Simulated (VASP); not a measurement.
Set up this calculation in VASP 6.6.1, as the native input.

| Item | Value |
| --- | --- |
| Task | density of states |
| Functional | PBE |
| Potentials or basis | VASP PAW PBE potentials, release 64 (B, As) |
| Cutoff | 520 eV |
| k mesh | 15 × 15 × 15 |
| Occupations | fermi-dirac, width 0.05 eV |
| Spin | no spin polarisation |
| Dipole correction | no |
| k mesh for the DOS | 23 × 23 × 23 |
| Occupations for the DOS | tetrahedron |
| Further INCAR settings | ALGO = Normal; EDIFF = 1e-06 |

BAs (CsCl type):

```
CELL_PARAMETERS angstrom
2.40732 0.00000 0.00000
0.00000 2.40732 0.00000
0.00000 0.00000 2.40732
ATOMIC_POSITIONS crystal
B 0.00000 0.00000 0.00000
As 0.50000 0.50000 0.50000
```

This cell differs from its parent crystal: volume scaled by 0.55.

These files were run (other wordings do the same):

POSCAR

```
BAs
1.0
    2.4073191794      0.0000000000      0.0000000000
    0.0000000000      2.4073191794      0.0000000000
    0.0000000000      0.0000000000      2.4073191794
B As
1 1
Direct
    0.0000000000      0.0000000000      0.0000000000
    0.5000000000      0.5000000000      0.5000000000
```

INCAR.step1

```
SYSTEM = BAs
PREC     = Accurate       ! precision mode
ENCUT    = 520            ! plane-wave cutoff, eV
EDIFF    = 1E-6           ! SCF threshold, eV
ISMEAR   = -1             ! smearing method
SIGMA    = 0.05           ! smearing width, eV
LREAL    = .False.        ! projectors in reciprocal space
LASPH    = .True.         ! aspherical terms in the spheres
NELM     = 80             ! most SCF steps
ALGO     = Normal         ! electronic algorithm
ISIF     = 2              ! what is computed and relaxed
LWAVE    = .False.        ! write WAVECAR
LCHARG   = .True.         ! write CHGCAR
GGA      = PE             ! functional
NBANDS   = 11             ! bands
```

KPOINTS.step1

```
Automatic mesh
0
Gamma
  15 15 15
  0 0 0
```

INCAR.step2

```
SYSTEM = BAs
PREC     = Accurate       ! precision mode
ENCUT    = 520            ! plane-wave cutoff, eV
EDIFF    = 1E-6           ! SCF threshold, eV
ISMEAR   = -5             ! smearing method
SIGMA    = 0.05           ! smearing width, eV
LREAL    = .False.        ! projectors in reciprocal space
LASPH    = .True.         ! aspherical terms in the spheres
NELM     = 80             ! most SCF steps
ALGO     = Normal         ! electronic algorithm
ISIF     = 2              ! what is computed and relaxed
LWAVE    = .False.        ! write WAVECAR
LCHARG   = .False.        ! write CHGCAR
GGA      = PE             ! functional
LORBIT   = 11             ! projections on sites
NEDOS    = 1001           ! points of the DOS
ICHARG   = 11             ! starting density
```

KPOINTS.step2

```
Automatic mesh
0
Gamma
  23 23 23
  0 0 0
```

Potentials or basis: VASP PAW PBE potentials, release 64 (B, As).

The run is started by

```bash
$ cat potpaw_PBE.64/B/POTCAR potpaw_PBE.64/As/POTCAR > POTCAR
$ cp INCAR.step1 INCAR
$ cp KPOINTS.step1 KPOINTS
$ mpirun -np 1 vasp_std > vasp.out
$ cp INCAR.step2 INCAR
$ cp KPOINTS.step2 KPOINTS
$ mpirun -np 1 vasp_std > vasp.out
```

It gave:

```json
{"Valence electrons inside the program's atomic spheres": "B 2.14; As 3.38"}
```

Caveat: the bands computed are all filled at some k points, so no gap is given.

Run time: 58 s on 1 thread of Intel Xeon 8259CL (shared host), peak memory 0.16 GiB.
